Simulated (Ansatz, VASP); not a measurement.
## Two plane-wave programs on Hf2Sb3

Contents of INCAR:

```
SYSTEM = Hf2Sb3
ALGO = Normal
EDIFF = 1E-7
EDIFFG = -0.01
ENCUT = 600
GGA = PE
IBRION = 2
ISIF = 3
ISMEAR = 0
LASPH = .TRUE.
LCHARG = .FALSE.
LREAL = .FALSE.
LWAVE = .FALSE.
NELM = 80
NSW = 100
PREC = Accurate
SIGMA = 0.1
```

File KPOINTS:

```
k-points
0
G
  8 8 8
  0 0 0
```

POSCAR

```
Hf2Sb3
1.0
    5.4243526853      0.0000000000      0.0000000000
    0.0000000000      5.4243526853      0.0000000000
    0.0000000000      0.0000000000      5.4243526853
Hf Sb
2 3
Direct
    0.5000000000      0.5000000000      0.5000000000
    0.0000000000      0.0000000000      0.0000000000
    0.5000000000      0.0000000000      0.0000000000
    0.0000000000      0.5000000000      0.0000000000
    0.0000000000      0.0000000000      0.5000000000
```

Input for Ansatz:

```yaml
crystal:
  lattice:
    - [5.4243526853, 0.0, 0.0]
    - [0.0, 5.4243526853, 0.0]
    - [0.0, 0.0, 5.4243526853]
  atoms:
    - { symbol: Hf, position: [0.5, 0.5, 0.5] }
    - { symbol: Hf, position: [0.0, 0.0, 0.0] }
    - { symbol: Sb, position: [0.5, 0.0, 0.0] }
    - { symbol: Sb, position: [0.0, 0.5, 0.0] }
    - { symbol: Sb, position: [0.0, 0.0, 0.5] }
basis:
  ecutwfc: 420
kpoints:
  mp_grid: { grid: [8, 8, 8] }
hamiltonian:
  xc: pbe
scf:
  occupations: { method: gaussian, width: 0.1 }
output:
  forces: true
  stress: true
  eigenvalues: true
  write_density: true
  write_potential: true
  elf: true
  volumetric_format: npy
relax:
  adjacent_minimum: "off"
  f_tol: 0.01
  max_steps: 80
  cell: { stress_tol: 0.05 }
```

Alike in both runs: task relaxation of cell and atoms; functional PBE; k mesh 8 × 8 × 8; occupations gaussian, width 0.1 eV; no spin polarisation.

```csv
,VASP,Ansatz
version,VASP 6.6.1,Ansatz 0.2.0
potentials or method,"VASP PAW PBE potentials, release 64 (Hf_pv, Sb), cutoff 600 eV","scalar-relativistic, plane waves, PAW"
valence electrons in the cell,35,97
```

Ansatz gave:

| Property | Result |
| --- | --- |
| gap on the k mesh at the Fermi level, each at its own relaxed structure (eV) | none |
| relaxed volume (Å³/atom) | 31.78 |
| relaxed length of the cell vector where the two differ most in proportion (Å) | 5.416 |

Question: Estimate VASP's values.

Answer: gap on the k mesh at the Fermi level, each at its own relaxed structure (eV): none; relaxed volume (Å³/atom): 31.70; relaxed length of the cell vector where the two differ most in proportion (Å): 5.412.

A gap of «none» marks a metal or a gap that the smearing closes. VASP's potentials hold 35 valence electrons a cell and Ansatz's 97, so a difference there can come from the potentials and not from the codes.

Neither program's run includes spin-orbit coupling. Noted on VASP's run: too few bands were computed for a metal, which touches its energy and stress.
